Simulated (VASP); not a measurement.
# Co (P6_3/mmc) in VASP: further runs

The runs below take Co through single point, with PBE.

All numbers are computed with VASP 6.6.1; they aren't measurements. Logs are shortened: lines on timing, memory, paths and dates and some standing lists are left out, and cuts for length are marked.

### 1 The cell of the first run

The structure is hexagonal, space group P6_3/mmc (No. 194). The conventional cell has a = 2.494 Å, b = 2.494 Å, c = 4.028 Å, α = 90.00°, β = 90.00°, γ = 120.00°. Co (site symmetry -6m2) has 12 Co at 2.48 to 2.49 Å within 3.3 Å.

### 2 Single point, PBE, collinear spin, ferromagnetic start

INCAR

```
SYSTEM = Co
ALGO = Normal
EDIFF = 1E-7
ENCUT = 520
GGA = PE
ISIF = 2
ISMEAR = -1
ISPIN = 2
LASPH = .TRUE.
LCHARG = .TRUE.
LELF = .TRUE.
LMAXMIX = 4
LORBIT = 11
LREAL = .FALSE.
LVHAR = .TRUE.
LWAVE = .FALSE.
MAGMOM = 1.69 1.69
NBANDS = 20
NELM = 150
PREC = Accurate
SIGMA = 0.05
```

KPOINTS

```
k-points
0
G
  9 9 5
  0 0 0
```

POSCAR

```
Co
1.0
    2.4935221926      0.0000000000      0.0000000000
   -1.2467610963      2.1594535637      0.0000000000
    0.0000000000      0.0000000000      4.0277844638
Co
2
Direct
    0.3333333333      0.6666666667      0.2500000000
    0.6666666667      0.3333333333      0.7500000000
```

Potentials or basis: VASP PAW PBE potentials, release 64 (Co).

Started as:

```console
cat potpaw_PBE.64/Co/POTCAR > POTCAR
mpirun -np 1 vasp_std > vasp.out
```

OUTCAR:

```text
SYSTEM = Co
   EDIFF = 1E-7
   ENCUT = 520
   GGA = PE
   ISIF = 2
   ISMEAR = -1
   ISPIN = 2
   LASPH = .TRUE.
   LORBIT = 11
   LREAL = .FALSE.
   NELM = 150
   PREC = Accurate

 ion  position               nearest neighbor table
   1  0.333  0.667  0.250-   2 2.48   2 2.48   2 2.48   2 2.48   2 2.48   2 2.48
   2  0.667  0.333  0.750-   1 2.48   1 2.48   1 2.48   1 2.48   1 2.48   1 2.48

  LATTYP: Found a hexagonal cell.
 ALAT       =     2.4935221926
 C/A-ratio  =     1.6152992244

  Lattice vectors:

 A1 = (   2.4935221926,   0.0000000000,   0.0000000000)
 A2 = (  -1.2467610963,   2.1594535637,   0.0000000000)
 A3 = (   0.0000000000,   0.0000000000,   4.0277844638)

Analysis of symmetry for initial positions (statically):
=====================================================================
 Subroutine PRICEL returns:
 Original cell was already a primitive cell.

 Routine SETGRP: Setting up the symmetry group for a
 hexagonal supercell.

 Subroutine GETGRP returns: Found 24 space group operations
 (whereof 12 operations were pure point group operations)
 out of a pool of 24 trial point group operations.

The static configuration has the point symmetry D_3d.
 The point group associated with its full space group is D_6h.

Analysis of symmetry for dynamics (positions and initial velocities):
=====================================================================
 Subroutine PRICEL returns:
 Original cell was already a primitive cell.

 Routine SETGRP: Setting up the symmetry group for a
 hexagonal supercell.

 Subroutine GETGRP returns: Found 24 space group operations
 (whereof 12 operations were pure point group operations)
 out of a pool of 24 trial point group operations.

The dynamic configuration has the point symmetry D_3d.
 The point group associated with its full space group is D_6h.

Analysis of structural, dynamic, and magnetic symmetry:
=====================================================================
 Subroutine PRICEL returns:
 Original cell was already a primitive cell.

 Routine SETGRP: Setting up the symmetry group for a
 hexagonal supercell.

 Subroutine GETGRP returns: Found 24 space group operations
 (whereof 12 operations were pure point group operations)
 out of a pool of 24 trial point group operations.

The overall configuration has the point symmetry D_3d.
 The point group associated with its full space group is D_6h.

 Subroutine INISYM returns: Found 24 space group operations
 (whereof 12 operations are pure point group operations),
 and found     1 'primitive' translations

----------------------------------------------------------------------------------------

                                     Primitive cell

  volume of cell :      21.6882

  direct lattice vectors                    reciprocal lattice vectors
     2.493522193  0.000000000  0.000000000     0.401039142  0.231540056  0.000000000
    -1.246761096  2.159453564  0.000000000     0.000000000  0.463080113  0.000000000
     0.000000000  0.000000000  4.027784464     0.000000000  0.000000000  0.248275450

  length of vectors
     2.493522193  2.493522193  4.027784464     0.463080113  0.463080113  0.248275450

  position of ions in fractional coordinates (direct lattice)
     0.333333333  0.666666667  0.250000000
     0.666666667  0.333333333  0.750000000

  ion indices of the primitive-cell ions
   primitive index   ion index
                 1           1
                 2           2

----------------------------------------------------------------------------------------

 KPOINTS: k-points

Automatic generation of k-mesh.
 Grid dimensions read from file:
 generate k-points for:    9    9    5

 Generating k-lattice:

  Cartesian coordinates                     Fractional coordinates (reciprocal lattice)
     0.044559905  0.025726673  0.000000000     0.111111111  0.000000000  0.000000000
     0.000000000  0.051453346  0.000000000     0.000000000  0.111111111  0.000000000
     0.000000000  0.000000000  0.049655090     0.000000000  0.000000000  0.200000000

  Length of vectors
     0.051453346  0.051453346  0.049655090

  Shift w.r.t. Gamma in fractional coordinates (k-lattice)
     0.000000000  0.000000000  0.000000000

 Subroutine IBZKPT returns following result:
 ===========================================

 Found     36 irreducible k-points:

 Following reciprocal coordinates:
            Coordinates               Weight
  0.000000  0.000000  0.000000      1.000000
  0.111111 -0.000000  0.000000      6.000000
  0.222222 -0.000000  0.000000      6.000000
  0.333333 -0.000000  0.000000      6.000000
  0.444444 -0.000000  0.000000      6.000000
  0.111111  0.111111  0.000000      6.000000
[... 16 lines left out ...]
  0.333333  0.222222  0.200000     24.000000
  0.333333  0.333333  0.200000      4.000000
 [... further k-points ...]
   k-points           NKPTS =     36   k-points in BZ     NKDIM =     36   number of bands    NBANDS=     20
   number of dos      NEDOS =    301   number of ions     NIONS =      2
   total plane-waves  NPLWV =  12000
   dimension x,y,z NGX =    20 NGY =   20 NGZ =   30
   dimension x,y,z NGXF=    40 NGYF=   40 NGZF=   60
   ions per type =               2
   NGX,Y,Z   is equivalent  to a cutoff of  13.33, 13.33, 12.38 a.u.
   NGXF,Y,Z  is equivalent  to a cutoff of  26.67, 26.67, 24.76 a.u.
 SYSTEM =  Co
   PREC   = accura    normal or accurate (medium, high low for compatibility)
   ISTART =      0    job   : 0-new  1-cont  2-samecut
   ICHARG =      2    charge: 1-file 2-atom 10-const
   ISPIN  =      2    spin polarized calculation?
   LNONCOLLINEAR =      F non collinear calculations
   LSORBIT =      F    spin-orbit coupling
   LASPH  =      T    aspherical Exc in radial PAW
   ENCUT  =  520.0 eV  38.22 Ry    6.18 a.u.   4.64  4.64  7.49*2*pi/ulx,y,z
   NELM   =    150;   NELMIN=  2; NELMDL= -5     # of ELM steps
   EDIFF  = 0.1E-06   stopping-criterion for ELM
   LREAL  =      F    real-space projection
   EDIFFG = 0.1E-05   stopping-criterion for IOM
   NSW    =      0    number of steps for IOM
   IBRION =     -1    ionic relax: 0-MD 1-quasi-New 2-CG
   NFREE  =      0    steps in history (QN), initial steepest desc. (CG)
   ISIF   =      2    stress and relaxation
   ISYM   =      2    0-nonsym 1-usesym 2-fastsym
   POTIM  = 0.5000    time-step for ionic-motion
   TEBEG  =    0.0;   TEEND  =   0.0 temperature during run
   PSTRESS=    0.0 pullay stress
   NELECT =      18.0000    total number of electrons
   NUPDOWN=      -1.0000    fix difference up-down
   EMIN   =  10.00;   EMAX   =-10.00  energy-range for DOS
   EFERMI =   0.00;   METHOD = LEGACY
   ISMEAR =    -1;   SIGMA  =   0.05  broadening in eV -4-tet -1-fermi 0-gaus
   EFERMI_NEDOS =   21; number of points for ismear=-14 and -15
   IALGO  =     38    algorithm
   IMIX   =      4    mixing-type and parameters
     AMIX     =   0.40;   BMIX     =  1.00
     AMIX_MAG =   1.60;   BMIX_MAG =  1.00
  volume/ion in A,a.u.               =      10.84        73.18
  Fermi-wavevector in a.u.,A,eV,Ry     =   1.538478  2.907301 32.203818  2.366914
  Thomas-Fermi vector in A             =   2.644841
   LORBIT       =     11    0 simple, 1 ext, 2 COOP (PROOUT), +10 PAW based schemes
   GGA     = PE    functional components
   LHFCALC =     F    Hartree Fock is set to
   AEXX    =    0.0000 exact exchange contribution
   IVDW    =     0    specifies the selected vdW correction
   LEPSILON=     F    determine dielectric tensor
   LRPA    =     F    only Hartree local field effects (RPA)
 spin polarized calculation
  energy-cutoff  :      520.00
  volume of cell :       21.69
 maximum number of plane-waves:       597
 NGX is ok and might be reduce to    20
   NGX =  9   NGY =  9   NGZ = 15

 number of electron      17.9999996 magnetization       3.0733801

 Free energy of the ion-electron system (eV)
  ---------------------------------------------------
  ext. energy  EPLUGINS =         0.00000000
  ---------------------------------------------------
  free energy    TOTEN  =       -14.07591228 eV

  energy without entropy =      -14.05836770  energy(sigma->0) =      -14.06713999

 E-fermi :  10.2809     XC(G=0): -13.4060

 val. band max:       10.2649457847   @ k =   0.1111   0.1111   0.0000
 cond. band min:      10.2846687269   @ k =   0.1111  -0.0000   0.2000
 fundamental gap:      0.0197229421
 Fermi energy:        10.2809354914

 spin component 1

 k-point     1 :       0.0000    0.0000    0.0000
  band No.  band energies     occupation
      1       1.3660      1.00000
      2       5.1640      1.00000
      3       7.6966      1.00000
      4       7.7126      1.00000
      5       7.7126      1.00000
      6       8.0264      1.00000
[... 12 lines left out ...]
     19      36.1560      0.00000
     20      36.1560      0.00000
[... 507 lines left out ...]
 k-point    24 :       0.3333    0.3333    0.2000
  band No.  band energies     occupation
      1       6.1234      1.00000
      2       6.4037      1.00000
      3       6.4037      1.00000
      4       6.6829      1.00000
      5       7.4098      1.00000
      6       7.4098      1.00000
[... 12 lines left out ...]
     19      28.6979      0.00000
     20      41.3294      0.00000

 [... further k-points ...]

 spin component 2

 k-point     1 :       0.0000    0.0000    0.0000
  band No.  band energies     occupation
      1       1.3335      1.00000
      2       6.0525      1.00000
      3       9.2607      1.00000
      4       9.2748      1.00000
      5       9.2749      1.00000
      6       9.6411      1.00000
[... 12 lines left out ...]
     19      36.4109      0.00000
     20      36.4109      0.00000
[... 507 lines left out ...]
 k-point    24 :       0.3333    0.3333    0.2000
  band No.  band energies     occupation
      1       7.3631      1.00000
      2       7.4869      1.00000
      3       7.4869      1.00000
      4       7.6344      1.00000
      5       8.7686      1.00000
      6       8.7686      1.00000
[... 12 lines left out ...]
     19      29.0047      0.00000
     20      41.2960      0.00000

 [... further k-points ...]
[... 5 lines left out ...]
  --------------------------------------------------------------------------------------
  -------------------------------------------------------------------------------------
  Total       -0.2534925     -0.2534925     -0.0747443      0.0000000     -0.0000000      0.0000000
  in kB      -18.7263171    -18.7263171     -5.5216050      0.0000000     -0.0000000      0.0000000
  external PRESSURE =     -14.3247464 kB  Pullay stress =       0.0000000 kB

 VOLUME and BASIS-vectors are now :
 -----------------------------------------------------------------------------
  energy-cutoff  :      520.00
  volume of cell :       21.69
      direct lattice vectors                 reciprocal lattice vectors
     2.493522193  0.000000000  0.000000000     0.401039142  0.231540056  0.000000000
    -1.246761096  2.159453564  0.000000000     0.000000000  0.463080113  0.000000000
     0.000000000  0.000000000  4.027784464     0.000000000  0.000000000  0.248275450

 POSITION                                       TOTAL-FORCE (eV/Angst)
 -----------------------------------------------------------------------------------
     -0.00000      1.43964      1.00695        -0.000000      0.000000      0.000000
      1.24676      0.71982      3.02084         0.000000     -0.000000      0.000000
 -----------------------------------------------------------------------------------
    total drift:                               -0.000000      0.000000     -0.000000

  FREE ENERGIE OF THE ION-ELECTRON SYSTEM (eV)
  ---------------------------------------------------
  free  energy   TOTEN  =       -14.0759122780 eV

  energy  without entropy=      -14.0583676969  energy(sigma->0) =      -14.06713999

 total charge

# of ion       s       p       d       tot
------------------------------------------
    1        0.486   0.519   7.269   8.275
    2        0.486   0.519   7.269   8.275
--------------------------------------------------
tot          0.973   1.039  14.538  16.550

 magnetization (x)

# of ion       s       p       d       tot
------------------------------------------
    1       -0.017  -0.060   1.637   1.560
    2       -0.017  -0.060   1.637   1.560
--------------------------------------------------
tot         -0.034  -0.119   3.273   3.120
```

Run time: 17 s. Hardware: 1 thread of Intel Xeon 6975P-C (Granite Rapids), shared host; peak memory 0.14 GiB.

What came out:

- Free energy: -14.0759 eV
- Pressure: -1.4 GPa
- Net moment: 3.07 μB per cell
- Site moments: Co +1.56 μB
- Valence electrons inside the program's atomic spheres: Co 8.28

[end of part 1 of 2]
